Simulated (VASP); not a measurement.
# Pb (Im-3m) in VASP: notebook, part 2 of 2

VASP 6.6.1.

## 6. Single point, PBEsol

File INCAR:

```
PREC     = Accurate       # precision mode
ENCUT    = 520            # plane-wave cutoff, eV
EDIFF    = 1E-7           # SCF threshold, eV
ISMEAR   = -1             # smearing method
SIGMA    = 0.05           # smearing width, eV
LREAL    = False          # projectors in reciprocal space
LASPH    = True           # aspherical terms in the spheres
NELM     = 60             # most SCF steps
ALGO     = Normal         # electronic algorithm
ISIF     = 2              # what is computed and relaxed
LWAVE    = False          # write WAVECAR
LCHARG   = True           # write CHGCAR
GGA      = PS             # functional
LELF     = True           # ELF
LVHAR    = True         
NBANDS   = 13             # bands
```

File KPOINTS:

```
Automatic mesh
0
Gamma
  9 9 9
```

File POSCAR:

```
Pb
1.0
   -1.9796595667      1.9796595667      1.9796595667
    1.9796595667     -1.9796595667      1.9796595667
    1.9796595667      1.9796595667     -1.9796595667
Pb
1
Direct
    0.0000000000      0.0000000000      0.0000000000
```

Potentials or basis: VASP PAW PBE potentials, release 64 (Pb_d).

Command:

```bash
$ cat potpaw_PBE.64/Pb_d/POTCAR > POTCAR
$ mpirun -np 1 vasp_std > vasp.out
```

OUTCAR:

```text
PREC = Accurate
   ENCUT = 520
   EDIFF = 1E-7
   ISMEAR = -1
   LREAL = False
   LASPH = True
   NELM = 60
   ISIF = 2
   GGA = PS

 ion  position               nearest neighbor table
   1  0.000  0.000  0.000-

  LATTYP: Found a body centered cubic cell.
 ALAT       =     3.9593191334

  Lattice vectors:

 A1 = (  -1.9796595667,   1.9796595667,   1.9796595667)
 A2 = (   1.9796595667,  -1.9796595667,   1.9796595667)
 A3 = (   1.9796595667,   1.9796595667,  -1.9796595667)

Analysis of symmetry for initial positions (statically):
=====================================================================
 Subroutine PRICEL returns:
 Original cell was already a primitive cell.

 Routine SETGRP: Setting up the symmetry group for a
 body centered cubic supercell.

 Subroutine GETGRP returns: Found 48 space group operations
 (whereof 48 operations were pure point group operations)
 out of a pool of 48 trial point group operations.

The static configuration has the point symmetry O_h .

Analysis of symmetry for dynamics (positions and initial velocities):
=====================================================================
 Subroutine PRICEL returns:
 Original cell was already a primitive cell.

 Routine SETGRP: Setting up the symmetry group for a
 body centered cubic supercell.

 Subroutine GETGRP returns: Found 48 space group operations
 (whereof 48 operations were pure point group operations)
 out of a pool of 48 trial point group operations.

The dynamic configuration has the point symmetry O_h .

 Subroutine INISYM returns: Found 48 space group operations
 (whereof 48 operations are pure point group operations),
 and found     1 'primitive' translations

----------------------------------------------------------------------------------------

                                     Primitive cell

  volume of cell :      31.0336

  direct lattice vectors                    reciprocal lattice vectors
    -1.979659567  1.979659567  1.979659567     0.000000000  0.252568678  0.252568678
     1.979659567 -1.979659567  1.979659567     0.252568678  0.000000000  0.252568678
     1.979659567  1.979659567 -1.979659567     0.252568678  0.252568678  0.000000000

  length of vectors
     3.428870951  3.428870951  3.428870951     0.357186050  0.357186050  0.357186050

  position of ions in fractional coordinates (direct lattice)
     0.000000000  0.000000000  0.000000000

  ion indices of the primitive-cell ions
   primitive index   ion index
                 1           1

----------------------------------------------------------------------------------------

 KPOINTS: Automatic mesh

Automatic generation of k-mesh.
 Grid dimensions read from file:
 generate k-points for:    9    9    9

 Generating k-lattice:

  Cartesian coordinates                     Fractional coordinates (reciprocal lattice)
     0.000000000  0.028063186  0.028063186     0.111111111  0.000000000  0.000000000
     0.028063186  0.000000000  0.028063186     0.000000000  0.111111111  0.000000000
     0.028063186  0.028063186  0.000000000     0.000000000  0.000000000  0.111111111

  Length of vectors
     0.039687339  0.039687339  0.039687339

  Shift w.r.t. Gamma in fractional coordinates (k-lattice)
     0.000000000  0.000000000  0.000000000

 Subroutine IBZKPT returns following result:
 ===========================================

 Found     35 irreducible k-points:

 Following reciprocal coordinates:
            Coordinates               Weight
  0.000000  0.000000  0.000000      1.000000
  0.111111  0.000000  0.000000     12.000000
  0.222222  0.000000  0.000000     12.000000
  0.333333  0.000000  0.000000     12.000000
  0.444444  0.000000  0.000000     12.000000
  0.111111  0.111111  0.000000     24.000000
[... 16 lines left out ...]
 -0.333333  0.444444  0.111111     48.000000
 -0.444444 -0.444444  0.111111     24.000000
 [... further k-points ...]
   k-points           NKPTS =     35   k-points in BZ     NKDIM =     35   number of bands    NBANDS=     13
   number of dos      NEDOS =    301   number of ions     NIONS =      1
   total plane-waves  NPLWV =  21952
   dimension x,y,z NGX =    28 NGY =   28 NGZ =   28
   dimension x,y,z NGXF=    56 NGYF=   56 NGZF=   56
   ions per type =               1
   NGX,Y,Z   is equivalent  to a cutoff of  13.58, 13.58, 13.58 a.u.
   NGXF,Y,Z  is equivalent  to a cutoff of  27.15, 27.15, 27.15 a.u.
 SYSTEM =  unknown system
   PREC   = accura    normal or accurate (medium, high low for compatibility)
   ISTART =      0    job   : 0-new  1-cont  2-samecut
   ICHARG =      2    charge: 1-file 2-atom 10-const
   ISPIN  =      1    spin polarized calculation?
   LNONCOLLINEAR =      F non collinear calculations
   LSORBIT =      F    spin-orbit coupling
   LASPH  =      T    aspherical Exc in radial PAW
   ENCUT  =  520.0 eV  38.22 Ry    6.18 a.u.   6.38  6.38  6.38*2*pi/ulx,y,z
   NELM   =     60;   NELMIN=  2; NELMDL= -5     # of ELM steps
   EDIFF  = 0.1E-06   stopping-criterion for ELM
   LREAL  =      F    real-space projection
   EDIFFG = 0.1E-05   stopping-criterion for IOM
   NSW    =      0    number of steps for IOM
   IBRION =     -1    ionic relax: 0-MD 1-quasi-New 2-CG
   NFREE  =      0    steps in history (QN), initial steepest desc. (CG)
   ISIF   =      2    stress and relaxation
   ISYM   =      2    0-nonsym 1-usesym 2-fastsym
   POTIM  = 0.5000    time-step for ionic-motion
   TEBEG  =    0.0;   TEEND  =   0.0 temperature during run
   PSTRESS=    0.0 pullay stress
   NELECT =      14.0000    total number of electrons
   NUPDOWN=      -1.0000    fix difference up-down
   EMIN   =  10.00;   EMAX   =-10.00  energy-range for DOS
   EFERMI =   0.00;   METHOD = LEGACY
   ISMEAR =    -1;   SIGMA  =   0.05  broadening in eV -4-tet -1-fermi 0-gaus
   EFERMI_NEDOS =   21; number of points for ismear=-14 and -15
   IALGO  =     38    algorithm
   IMIX   =      4    mixing-type and parameters
     AMIX     =   0.40;   BMIX     =  1.00
     AMIX_MAG =   1.60;   BMIX_MAG =  1.00
  volume/ion in A,a.u.               =      31.03       209.42
  Fermi-wavevector in a.u.,A,eV,Ry     =   1.255568  2.372680 21.448927  1.576452
  Thomas-Fermi vector in A             =   2.389319
   LORBIT       =      0    0 simple, 1 ext, 2 COOP (PROOUT), +10 PAW based schemes
   GGA     = PS    functional components
   LHFCALC =     F    Hartree Fock is set to
   AEXX    =    0.0000 exact exchange contribution
   IVDW    =     0    specifies the selected vdW correction
   LEPSILON=     F    determine dielectric tensor
   LRPA    =     F    only Hartree local field effects (RPA)
 non-spin polarized calculation
  energy-cutoff  :      520.00
  volume of cell :       31.03
 maximum number of plane-waves:       887
 NGX is ok and might be reduce to    28
   NGX = 13   NGY = 13   NGZ = 13

 number of electron      14.0000002 magnetization

 Free energy of the ion-electron system (eV)
  ---------------------------------------------------
  ext. energy  EPLUGINS =         0.00000000
  ---------------------------------------------------
  free energy    TOTEN  =        -3.93952349 eV

  energy without entropy =       -3.93400859  energy(sigma->0) =       -3.93676604

 E-fermi :   6.8773     XC(G=0): -10.2361

 val. band max:        6.7685944187   @ k =   0.3333   0.2222   0.0000
 cond. band min:       6.9824557314   @ k =  -0.2222   0.3333   0.1111
 fundamental gap:      0.2138613126
 Fermi energy:         6.8772763015

 k-point     1 :       0.0000    0.0000    0.0000
  band No.  band energies     occupation
      1     -10.1951      2.00000
      2     -10.1951      2.00000
      3     -10.1951      2.00000
      4      -9.9679      2.00000
      5      -9.9679      2.00000
      6      -4.7756      2.00000
      7      14.2752      0.00000
      8      14.2752      0.00000
      9      14.2752      0.00000
     10      17.9153      0.00000
     11      17.9153      0.00000
     12      17.9153      0.00000
     13      18.3406      0.00000

 k-point     2 :       0.1111    0.0000    0.0000
  band No.  band energies     occupation
      1     -10.2044      2.00000
      2     -10.1838      2.00000
      3     -10.1539      2.00000
      4      -9.9780      2.00000
      5      -9.9687      2.00000
      6      -4.5302      2.00000
      7      12.0794      0.00000
      8      13.5150      0.00000
      9      13.9558      0.00000
     10      16.6521      0.00000
     11      17.3380      0.00000
[... 339 lines left out ...]
 k-point    24 :      -0.4444   -0.4444    0.1111
  band No.  band energies     occupation
      1     -10.1924      2.00000
      2     -10.1402      2.00000
      3     -10.0450      2.00000
      4      -9.9856      2.00000
      5      -9.8533      2.00000
      6      -0.5685      2.00000
      7       3.6561      2.00000
      8       7.5121      0.00001
      9      11.3391      0.00000
     10      15.5919      0.00000
     11      17.0025      0.00000
     12      17.7993      0.00000
     13      19.5507      0.00000

 [... further k-points ...]
[... 5 lines left out ...]
  --------------------------------------------------------------------------------------
  -------------------------------------------------------------------------------------
  Total       -0.3925291     -0.3925291     -0.3925291      0.0000000     -0.0000000      0.0000000
  in kB      -20.2651993    -20.2651993    -20.2651993      0.0000000     -0.0000000      0.0000000
  external PRESSURE =     -20.2651993 kB  Pullay stress =       0.0000000 kB

 VOLUME and BASIS-vectors are now :
 -----------------------------------------------------------------------------
  energy-cutoff  :      520.00
  volume of cell :       31.03
      direct lattice vectors                 reciprocal lattice vectors
    -1.979659567  1.979659567  1.979659567     0.000000000  0.252568678  0.252568678
     1.979659567 -1.979659567  1.979659567     0.252568678  0.000000000  0.252568678
     1.979659567  1.979659567 -1.979659567     0.252568678  0.252568678  0.000000000

 POSITION                                       TOTAL-FORCE (eV/Angst)
 -----------------------------------------------------------------------------------
      0.00000      0.00000      0.00000         0.000000      0.000000     -0.000000
 -----------------------------------------------------------------------------------
    total drift:                               -0.000000     -0.000000     -0.000000

  FREE ENERGIE OF THE ION-ELECTRON SYSTEM (eV)
  ---------------------------------------------------
  free  energy   TOTEN  =        -3.9395234856 eV

  energy  without entropy=       -3.9340085913  energy(sigma->0) =       -3.93676604
```

Run time: 11 s. Hardware: 1 thread of Intel Xeon Platinum 8375C at 2.90GHz (Ice Lake), shared host; peak memory 0.16 GiB.

What came out:

```
Free energy            : -3.9395 eV
Pressure               : -2.0 GPa
Band gap on the k mesh : zero (band 7 reaches 14.28 eV, above the bottom of band 8 at 4.83 eV)
```

Caveat: the PAW data sets were made with another functional, which shifts forces and pressure a little; spin-orbit coupling is left out, which moves the levels of the heavy elements.

## 7. The runs side by side

```tsv
level	potentials or basis	k mesh	smearing	gap on the mesh (eV)	pressure (GPa)
PBEsol	VASP PAW PBE potentials, release 64 (Pb_d)	9 × 9 × 9	gaussian 0.02 eV	none	-2.1
LDA	VASP PAW LDA potentials, release 64 (Pb_d)	5 × 5 × 5	fermi-dirac 0.05 eV	none	-1.4
PBEsol	VASP PAW PBE potentials, release 64 (Pb_d)	5 × 5 × 5	fermi-dirac 0.05 eV	none	0.0
r2SCAN	VASP PAW PBE potentials, release 64 (Pb_d)	5 × 5 × 5	fermi-dirac 0.05 eV	none	1.7
PBEsol	VASP PAW PBE potentials, release 64 (Pb_d)	9 × 9 × 9	fermi-dirac 0.05 eV	none	-2.0
```

Alike in all rows: task single point; no spin polarisation; cell a = 3.429 Å, angles 109.5°, 1 atom; cutoff (eV) 520.

Caveats: some runs use coarse meshes; spin-orbit coupling is left out, which moves the levels of the heavy elements; the PAW data sets were made with another functional, which shifts forces and pressure a little (some runs).

Absolute energies hang on the potentials; compare differences alone.
